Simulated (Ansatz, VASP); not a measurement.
# SnSe in VASP and in Ansatz

INCAR

```
  PREC = Accurate
  ENCUT = 520
  EDIFF = 1E-6
  ISMEAR = 0
  SIGMA = 0.05
  LREAL = F
  LASPH = T
  NELM = 100
  ALGO = Normal
  ISIF = 2
  LWAVE = F
  LCHARG = F
  NBANDS = 17
```

The input KPOINTS:

```
regular mesh
0
Gamma
  8 8 8
```

Contents of POSCAR:

```
SnSe
1.0
    0.0000000000      3.0852500000      3.0100000000
    3.0852500000      0.0000000000      3.0100000000
    3.0852500000      3.0852500000      0.0000000000
Sn Se
1 1
Direct
    0.0000000000      0.0000000000      0.0000000000
    0.5000000000      0.5000000000      0.5000000000
```

Input for Ansatz:

```yaml
crystal:
  lattice:
    - [0.0, 3.08525, 3.01]
    - [3.08525, 0.0, 3.01]
    - [3.08525, 3.08525, 0.0]
  atoms:
    - { symbol: Sn, position: [0.0, 0.0, 0.0] }
    - { symbol: Se, position: [0.5, 0.5, 0.5] }
basis:
  ecutwfc: 420
kpoints:
  mp_grid: { grid: [8, 8, 8] }
hamiltonian:
  xc: lda
scf:
  occupations: { method: gaussian, width: 0.05 }
output:
  forces: true
  stress: true
  eigenvalues: true
  write_density: true
  write_potential: true
  elf: true
  volumetric_format: npy
```

Change from the starting cell: strain +0.025 along x and y, +0.000 along z, atoms carried along.

Alike in both runs: task single point; functional LDA; k mesh 8 × 8 × 8; occupations gaussian, width 0.05 eV; no spin polarisation.

|  | VASP | Ansatz |
| --- | --- | --- |
| version | VASP 6.6.1 | Ansatz 0.2.0 |
| potentials or method | VASP PAW LDA potentials, release 64 (Sn_d, Se), cutoff 520 eV | scalar-relativistic, plane waves, PAW |
| valence electrons in the cell | 20 | 30 |

Ansatz gave:

| Item | Value |
| --- | --- |
| gap on the k mesh at the Fermi level (eV) | 0.43 |
| least direct gap on the mesh (eV) | 0.43 |
| pressure (GPa) | -5.3 |
| traceless stress, the component that is largest in VASP (GPa) | 1.47 |

Q: Estimate VASP's values.

A: gap on the k mesh at the Fermi level (eV): 0.45; least direct gap on the mesh (eV): 0.45; pressure (GPa): -5.2; traceless stress, the component that is largest in VASP (GPa): 1.48.

LDA's correlation is that of Perdew and Zunger in VASP and of Perdew and Wang (1992) in Ansatz. VASP's potentials hold 20 valence electrons a cell and Ansatz's 30, so a difference there can come from the potentials and not from the codes.
